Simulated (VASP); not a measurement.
# AlRu (rocksalt type) (Fm-3m) in VASP: notebook, part 2 of 2

VASP 6.6.1. The steps go on from the part before.

## (3) Single point, PBEsol (volume scaled by 0.72)

Input file INCAR:

```
SYSTEM = AlRu
PREC = Accurate ; ENCUT = 520
EDIFF = 1E-7 ; ISMEAR = -1
SIGMA = 0.05 ; LREAL = .False.
LASPH = .True. ; NELM = 60
ALGO = Normal ; ISIF = 2
LWAVE = .False. ; LCHARG = .False.
GGA = PS ; NBANDS = 16
```

Input file KPOINTS:

```
regular mesh
0
Gamma
  14 14 14
  0 0 0
```

Input file POSCAR:

```
AlRu
1.0
    0.0000000000      2.2095585695      2.2095585695
    2.2095585695      0.0000000000      2.2095585695
    2.2095585695      2.2095585695      0.0000000000
Ru Al
1 1
Direct
    0.0000000000      0.0000000000      0.0000000000
    0.5000000000      0.5000000000      0.5000000000
```

Potentials or basis: VASP PAW PBE potentials, release 64 (Ru_pv, Al).

Started as:

```console
$ cat potpaw_PBE.64/Ru_pv/POTCAR potpaw_PBE.64/Al/POTCAR > POTCAR
$ mpirun -np 1 vasp_std > vasp.out
```

Wall time 43 s (1 thread of Intel Xeon 8259CL, shared host); peak memory 0.16 GiB.

The run converged. Its results:

```
Free energy : -11.7880 eV
Pressure    : 103.1 GPa
```

Levels at points of the mesh, in eV from the Fermi level:
```csv
k point,band 7,band 8,band 9,band 10,band 11,band 12
"(0.00, 0.00, 0.00)",-3.66,-2.91,-2.91,8.62,8.62,8.62
"(0.50, 0.00, 0.00)",-4.39,-0.58,-0.58,2.45,8.03,9.07
"(0.50, 0.50, 0.00)",-1.63,0.11,0.11,3.25,3.25,3.60
```

Caveat: the PAW data sets were made with another functional, which shifts forces and pressure a little.

## (4) Single point, PBEsol (volume scaled by 0.8)

Input file INCAR:

```
SYSTEM = AlRu
ALGO = Normal
EDIFF = 1E-6
ENCUT = 520
GGA = PS
ISIF = 2
ISMEAR = -1
LASPH = .TRUE.
LCHARG = .FALSE.
LREAL = .FALSE.
LWAVE = .FALSE.
NBANDS = 16
NELM = 60
PREC = Accurate
SIGMA = 0.05
```

Input file KPOINTS:

```
k-points
0
G
  14 14 14
  0 0 0
```

Input file POSCAR:

```
AlRu
1.0
    0.0000000000      2.2885374036      2.2885374036
    2.2885374036      0.0000000000      2.2885374036
    2.2885374036      2.2885374036      0.0000000000
Ru Al
1 1
Direct
    0.0000000000      0.0000000000      0.0000000000
    0.5000000000      0.5000000000      0.5000000000
```

Potentials or basis: VASP PAW PBE potentials, release 64 (Ru_pv, Al).

Started as:

```console
$ cat potpaw_PBE.64/Ru_pv/POTCAR potpaw_PBE.64/Al/POTCAR > POTCAR
$ mpirun -np 1 vasp_std > vasp.out
```

OUTCAR:

```text
SYSTEM = AlRu
   EDIFF = 1E-6
   ENCUT = 520
   GGA = PS
   ISIF = 2
   ISMEAR = -1
   LASPH = .TRUE.
   LREAL = .FALSE.
   NELM = 60
   PREC = Accurate

 ion  position               nearest neighbor table
   1  0.000  0.000  0.000-   2 2.29   2 2.29   2 2.29   2 2.29   2 2.29   2 2.29
   2  0.500  0.500  0.500-   1 2.29   1 2.29   1 2.29   1 2.29   1 2.29   1 2.29

  LATTYP: Found a face centered cubic cell.
 ALAT       =     4.5770748072

  Lattice vectors:

 A1 = (   0.0000000000,   2.2885374036,   2.2885374036)
 A2 = (   2.2885374036,   0.0000000000,   2.2885374036)
[... 625 lines left out ...]
      5       8.5765      2.00000
      6       8.9601      2.00000
[... 8 lines left out ...]
     15      25.2200      0.00000
     16      26.3016      0.00000

 [... further k-points ...]
[... 5 lines left out ...]
  --------------------------------------------------------------------------------------
  -------------------------------------------------------------------------------------
  Total        8.4196039      8.4196039      8.4196039      0.0000000      0.0000000     -0.0000000
  in kB      562.7275794    562.7275794    562.7275794      0.0000000      0.0000000     -0.0000000
  external PRESSURE =     562.7275794 kB  Pullay stress =       0.0000000 kB

 VOLUME and BASIS-vectors are now :
 -----------------------------------------------------------------------------
  energy-cutoff  :      520.00
  volume of cell :       23.97
      direct lattice vectors                 reciprocal lattice vectors
     0.000000000  2.288537404  2.288537404    -0.218480152  0.218480152  0.218480152
     2.288537404  0.000000000  2.288537404     0.218480152 -0.218480152  0.218480152
     2.288537404  2.288537404  0.000000000     0.218480152  0.218480152 -0.218480152

 POSITION                                       TOTAL-FORCE (eV/Angst)
 -----------------------------------------------------------------------------------
      0.00000      0.00000      0.00000         0.000000      0.000000      0.000000
      2.28854      2.28854      2.28854         0.000000      0.000000     -0.000000
 -----------------------------------------------------------------------------------
    total drift:                                0.000000     -0.000000     -0.000000

  FREE ENERGIE OF THE ION-ELECTRON SYSTEM (eV)
  ---------------------------------------------------
  free  energy   TOTEN  =       -12.9546986156 eV

  energy  without entropy=      -12.9411855724  energy(sigma->0) =      -12.94794209
```

stdout:

```text
POSCAR found type information on POSCAR RuAl
 POSCAR found :  2 types and       2 ions
 scaLAPACK will be used
 -----------------------------------------------------------------------------
|                                                                             |
|                                                                             |
|     You enforced a specific xc type in the INCAR file but a different       |
|     I HOPE YOU KNOW WHAT YOU ARE DOING!                                     |
|                                                                             |
 -----------------------------------------------------------------------------

 LDA part: xc-table for (Slater+PW92), standard interpolation
 POSCAR, INCAR and KPOINTS ok, starting setup
 FFT: planning ... GRIDC
 FFT: planning ... GRID_SOFT
 FFT: planning ... GRID
 WAVECAR not read
 entering main loop
```

Run time: 40 s. Hardware: 1 thread of Intel Xeon 8259CL, shared host; peak memory 0.17 GiB.

Results:

```yaml
Free_energy: -12.9547 eV
Pressure: 56.3 GPa
```

Caveat: the PAW data sets were made with another functional, which shifts forces and pressure a little.

## (5) The runs side by side

| cell | gap on the mesh (eV) | pressure (GPa) |
| --- | --- | --- |
| a = 3.004 Å, angles 60.0°, 2 atoms | none | 178.6 |
| a = 3.125 Å, angles 60.0°, 2 atoms | none | 103.1 |
| a = 3.236 Å, angles 60.0°, 2 atoms | none | 56.3 |

Alike in all rows: task single point; level PBEsol; potentials or basis VASP PAW PBE potentials, release 64 (Ru_pv, Al); no spin polarisation; k mesh 14 × 14 × 14; cutoff (eV) 520; smearing fermi-dirac 0.05 eV.

Caveats: the PAW data sets were made with another functional, which shifts forces and pressure a little.

Absolute energies hang on the potentials; compare differences alone.
